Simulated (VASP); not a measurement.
Crystal: TiAl3.

```xyz
4
Lattice="3.9291 0.0000 0.0000 0.0000 3.9291 0.0000 0.0000 0.0000 3.9291" Properties=species:S:1:pos:R:3 pbc="T T T"
Ti    0.0000    0.0000    0.0000
Al    0.0000    1.9646    1.9646
Al    1.9646    0.0000    1.9646
Al    1.9646    1.9646    0.0000
```

This cell differs from its parent crystal: volume scaled by 0.98.

Base run:

| Item | Value |
| --- | --- |
| Program | VASP 6.6.1 |
| Functional | PBEsol |
| Potentials or basis | VASP PAW PBE potentials, release 64 (Ti_sv, Al) |
| Cutoff | 520 eV |
| k mesh | 7 × 7 × 7 |
| Occupations | fermi-dirac, width 0.05 eV |
| Spin | no spin polarisation |

Its results: pressure 1.7 GPa.

Question: The run is repeated on the same cell with these changes: functional from PBEsol to LDA; potentials or basis from VASP PAW PBE potentials, release 64 (Ti_sv, Al) to VASP PAW LDA potentials, release 64 (Ti_sv, Al). What comes out?

Answer: Pressure -1.5 GPa.

Caveats: the PAW data sets were made with another functional, which shifts forces and pressure a little (some runs).
